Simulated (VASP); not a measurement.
## MgO (so): single point with PBEsol

Crystal: MgO (so).

```
Mg O
1.0
     0.00000    2.10738    2.10738
     2.10738    0.00000    2.10738
     2.10738    2.10738    0.00000
Mg O
1 1
Direct
  0.00000 0.00000 0.00000
  0.50000 0.50000 0.50000
```

```
Program                : VASP 6.6.1
Task                   : single point
Functional             : PBEsol
Potentials or basis    : VASP PAW PBE potentials, release 64 (Mg, O)
Cutoff                 : 600 eV
k mesh                 : 8 × 8 × 8
Occupations            : gaussian, width 0.01 eV
Spin                   : non-collinear spin, zero start, spin-orbit coupling
Starting moments       : [[0.0, 0.0, 0.0], [0.0, 0.0, 0.0]] μB
Dipole correction      : no
Further INCAR settings : ALGO = Normal; EDIFF = 1e-06; NBANDS = 20
```

```
Pressure                                              : -0.8 GPa
Net moment                                            : 0.00 μB per cell
Valence electrons inside the program's atomic spheres : Mg 0.41; O 5.08
```

Moments on the atoms (μB; x, y, z):
```
Mg  0.00 0.00 0.00
O   0.00 0.00 0.00
```

Run time: 22 s on 1 thread of Intel(R) Xeon(R) Platinum 8488C (Sapphire Rapids) (shared host), peak memory 0.2 GiB.

Caveat: the PAW data sets were made with another functional, which shifts forces and pressure a little.
